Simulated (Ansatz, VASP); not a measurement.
One calculation of Co, two programs

The input INCAR:

```
PREC     = Accurate       # precision mode
ENCUT    = 520            # plane-wave cutoff, eV
EDIFF    = 1E-6           # SCF threshold, eV
ISMEAR   = 0              # smearing method
SIGMA    = 0.1            # smearing width, eV
LREAL    = F              # projectors in reciprocal space
LASPH    = T              # aspherical terms in the spheres
NELM     = 150            # most SCF steps
ALGO     = Normal         # electronic algorithm
ISIF     = 2              # what is computed and relaxed
LWAVE    = F              # write WAVECAR
LCHARG   = T              # write CHGCAR
ISPIN    = 2              # spin polarisation
MAGMOM   = 1.84 1.84      # initial moments
LORBIT   = 11             # projections on sites
LMAXMIX  = 4              # l up to which the mixer works
GGA      = PE             # functional
LELF     = T              # ELF
LVHAR    = T            
NBANDS   = 20             # bands
```

KPOINTS

```
regular mesh
0
Gamma
  15 15 9
```

POSCAR

```
Co
1.0
    2.4922554825      0.0000000000      0.0000000000
   -1.2461277413      2.1583565606      0.0000000000
    0.0000000000      0.0000000000      4.0333188402
Co
2
Direct
    0.3333333333      0.6666666667      0.2500000000
    0.6666666667      0.3333333333      0.7500000000
```

Input for Ansatz:

```yaml
crystal:
  lattice:
    - [2.4922554825, 0.0, 0.0]
    - [-1.2461277413, 2.1583565606, 0.0]
    - [0.0, 0.0, 4.0333188402]
  atoms:
    - { symbol: Co, position: [0.3333333333, 0.6666666667, 0.25], spin: 1.84 }
    - { symbol: Co, position: [0.6666666667, 0.3333333333, 0.75], spin: 1.84 }
basis:
  ecutwfc: 420
kpoints:
  mp_grid: { grid: [15, 15, 9] }
hamiltonian:
  xc: pbe
scf:
  occupations: { method: gaussian, width: 0.1 }
output:
  forces: true
  stress: true
  eigenvalues: true
  populations: true
magnetization:
  spin_polarized: true
```

Alike in both runs: task single point; functional PBE; k mesh 15 × 15 × 9; occupations gaussian, width 0.1 eV; collinear spin.

```csv
,VASP,Ansatz
version,VASP 6.6.1,Ansatz 0.2.0
potentials or method,"VASP PAW PBE potentials, release 64 (Co), cutoff 520 eV","scalar-relativistic, plane waves, PAW"
valence electrons in the cell,18,34
```

VASP gave:

| Quantity | Value |
| --- | --- |
| gap on the k mesh at the Fermi level (eV) | none |
| pressure (GPa) | -0.4 |
| traceless stress, the component that is largest in VASP (GPa) | -0.34 |
| net moment per atom (μB) | 1.61 |
| size of the moment on the site where the two differ most (μB) | 1.63 |

Q: What did Ansatz give for the same quantities?

A: gap on the k mesh at the Fermi level (eV): none; pressure (GPa): 0.2; traceless stress, the component that is largest in VASP (GPa): -0.26; net moment per atom (μB): 1.61; size of the moment on the site where the two differ most (μB): 1.69.

Site moments also hang on the region over which each program counts them. A gap of «none» marks a metal or a gap that the smearing closes. VASP's potentials hold 18 valence electrons a cell and Ansatz's 34, so a difference there can come from the potentials and not from the codes.
